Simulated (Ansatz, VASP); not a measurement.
**Two plane-wave programs on ZnSe**

```xyz
2
Lattice="0.0000 2.6902 2.9936 2.6902 0.0000 2.9936 2.6902 2.6902 0.0000" Properties=species:S:1:pos:R:3 pbc="T T T"
Zn    0.0000    0.0000    0.0000
Se    1.3451    1.3451    1.4968
```

Change from the starting cell: epitaxial_xy strain -5.0%.

Alike in both runs: task single point; functional PBE; k mesh 8 × 8 × 8; occupations fermi-dirac, width 0.02 eV; no spin polarisation.

|  | VASP | Ansatz |
| --- | --- | --- |
| version | VASP 6.6.1 | Ansatz 0.2.0 |
| potentials or method | VASP PAW PBE potentials, release 64 (Zn, Se) | plane waves, PAW |
| plane-wave cutoff (eV) | 520 | 420 |
| valence electrons in the cell | 18 | 28 |

Ansatz gave:

```
gap on the k mesh at the Fermi level (eV)                     : 1.27
pressure (GPa)                                                : 5.5
traceless stress, the component that is largest in VASP (GPa) : -2.90
```

Q: Which values does VASP return?

A: gap on the k mesh at the Fermi level (eV): 1.27; pressure (GPa): 5.7; traceless stress, the component that is largest in VASP (GPa): -2.87.

VASP's potentials hold 18 valence electrons a cell and Ansatz's 28, so a difference there can come from the potentials and not from the codes.
